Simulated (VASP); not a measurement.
C, 2 atoms in the cell. The structure is hexagonal, space group P6/mmm (No. 191). The conventional cell has a = 2.414 Å, b = 2.414 Å, c = 2.907 Å, α = 90.00°, β = 90.00°, γ = 120.00°. C (site symmetry -6m2) has 3 C at 1.39 Å within 1.9 Å. 

```yaml
Program: VASP 6.6.1
Task: elastic constants
Functional: LDA
Potentials_or_basis: VASP PAW LDA potentials, release 64 (C)
Cutoff: 600 eV
k_mesh: 18 × 18 × 14
Occupations: fermi-dirac, width 0.15 eV
Spin: no spin polarisation
Dipole_correction: no
Ions_in_elastic_constants: relaxed
Further_INCAR_settings: ALGO = Normal; EDIFF = 1e-08; IBRION = 6; POTIM = 0.015; NSW = 1; ISIF = 3
```

Potentials or basis: VASP PAW LDA potentials, release 64 (C).

The run is started by

```console
$ cat potpaw_LDA.64/C/POTCAR > POTCAR
$ mpirun -np 1 vasp_std > vasp.out
```

Hardware: 1 thread of Oxide Virtual Turin-like Processor, with other jobs on the host.

Q: Estimate the wall time of this run.

A: Wall time 15 min on 1 thread of Oxide Virtual Turin-like Processor, on a shared host, peak memory 0.35 GiB. Counts: scf iterations 137, k points 296.
